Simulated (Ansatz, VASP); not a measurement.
One calculation of PbO2, two programs

```
Pb O
1.0
     5.13336    0.00000    0.00000
     0.00000    5.13336    0.00000
     0.00000    0.00000    3.32780
Pb O
2 4
Direct
  0.00000 0.00000 0.00000
  0.50000 0.50000 0.50000
  0.30820 0.30820 0.00000
  0.19180 0.80820 0.50000
  0.80820 0.19180 0.50000
  0.69180 0.69180 0.00000
```

Change from the starting cell: epitaxial_xy strain +3.0%.

Alike in both runs: task single point; functional r2SCAN; k mesh 6 × 6 × 8; occupations fermi-dirac, width 0.02 eV; no spin polarisation.

|  | VASP | Ansatz |
| --- | --- | --- |
| version | VASP 6.6.1 | Ansatz 0.2.0 |
| potentials or method | VASP PAW PBE potentials, release 64 (Pb_d, O) | plane waves, PAW |
| plane-wave cutoff (eV) | 520 | 500 |
| valence electrons in the cell | 52 | 52 |

```csv
,VASP,Ansatz,Ansatz less VASP
pressure (GPa),-2.2,-3.0,-0.81
"traceless stress, the component that is largest in VASP (GPa)",3.18,2.86,-0.322
rms of the force components (eV/Å),0.012,0.003,-0.0083
```

VASP's potentials were made for PBE, not for r2SCAN. Atom by atom the forces differ by 0.015 eV/Å (rms over components). The functional is the same, so the differences come from potentials, cutoffs and numerics.

Neither program's run includes spin-orbit coupling.
